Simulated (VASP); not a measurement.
Here is a VASP 6.6.1 calculation.

Contents of POSCAR:

```
KMgF3
1.0
    3.9912720000      0.0000000000      0.0000000000
    0.0000000000      3.9912720000      0.0000000000
    0.0000000000      0.0000000000      3.9912720000
K Mg F
1 1 3
Direct
    0.0000000000      0.0000000000      0.0000000000
    0.5000000000      0.5000000000      0.5000000000
    0.5000000000      0.5000000000      0.0000000000
    0.0000000000      0.5000000000      0.5000000000
    0.5000000000      0.0000000000      0.5000000000
```

The input INCAR.step1:

```
SYSTEM = KMgF3
ALGO = Normal
EDIFF = 1E-5
ENCUT = 520
GGA = PE
ISIF = 2
ISMEAR = -1
KPAR = 4
LASPH = .TRUE.
LREAL = .FALSE.
LWAVE = .TRUE.
NBANDS = 24
NELM = 100
PREC = Accurate
SIGMA = 0.05
```

File INCAR.step2:

```
SYSTEM = KMgF3
ALGO = Normal
EDIFF = 1E-7
ENCUT = 520
GGA = PE
HFSCREEN = 0.2079
ISIF = 2
ISMEAR = -1
ISTART = 1
KPAR = 4
LASPH = .TRUE.
LCHARG = .TRUE.
LHFCALC = .TRUE.
LREAL = .FALSE.
LVHAR = .TRUE.
LWAVE = .FALSE.
NBANDS = 24
NELM = 100
PREC = Accurate
PRECFOCK = Fast
SIGMA = 0.05
```

KPOINTS

```
k-points
0
G
  6 6 6
  0 0 0
```

Potentials or basis: VASP PAW PBE potentials, release 64 (K_sv, Mg, F).

The run is started by

```bash
$ cat potpaw_PBE.64/K_sv/POTCAR potpaw_PBE.64/Mg/POTCAR potpaw_PBE.64/F/POTCAR > POTCAR
$ cp INCAR.step1 INCAR
$ mpirun -np 4 vasp_std > vasp.out
$ cp INCAR.step2 INCAR
$ mpirun -np 4 vasp_std > vasp.out
```

(1) Estimate the band gap on the k mesh.

(2) Predict the pressure.

Results:

(1) 9.50 eV (least direct gap 9.80 eV).

(2) 0.6 GPa.

Caveat: the PAW data sets were made with another functional, which shifts forces and pressure a little.
